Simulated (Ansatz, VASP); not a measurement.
**NiO: VASP beside Ansatz**

```
Ni O
1.0
     0.00000    2.09131    2.09131
     2.09131    0.00000    2.09131
     2.09131    2.09131    0.00000
Ni O
1 1
Direct
  0.00000 0.00000 0.00000
  0.50000 0.50000 0.50000
```

Alike in both runs: task single point; functional LDA; k mesh 10 × 10 × 10; occupations gaussian, width 0.05 eV; collinear spin; Hubbard terms Ni d U = 4.2 eV.

|  | VASP | Ansatz |
| --- | --- | --- |
| version | VASP 6.6.1 | Ansatz 0.2.0 |
| potentials or method | VASP PAW LDA potentials, release 64 (Ni_sv_GW, O), cutoff 700 eV | scalar-relativistic, plane waves, PAW |
| valence electrons in the cell | 24 | 24 |

```csv
,VASP,Ansatz,Ansatz less VASP
gap on the k mesh at the Fermi level (eV),0.89,0.70,-0.197
least direct gap on the mesh (eV),1.72,1.50,-0.223
pressure (GPa),-10.2,-7.9,+2.33
net moment per atom (μB),1.00,1.00,0.000
size of the moment on the site where the two differ most (μB),1.70,1.64,-0.062
```

LDA's correlation is that of Perdew and Zunger in VASP and of Perdew and Wang (1992) in Ansatz. Site moments also hang on the region over which each program counts them. The programs project onto different local orbitals, so the same U acts differently, and such runs can settle in different states. Ansatz's warnings: anisotropy in doubt, stability check not made.
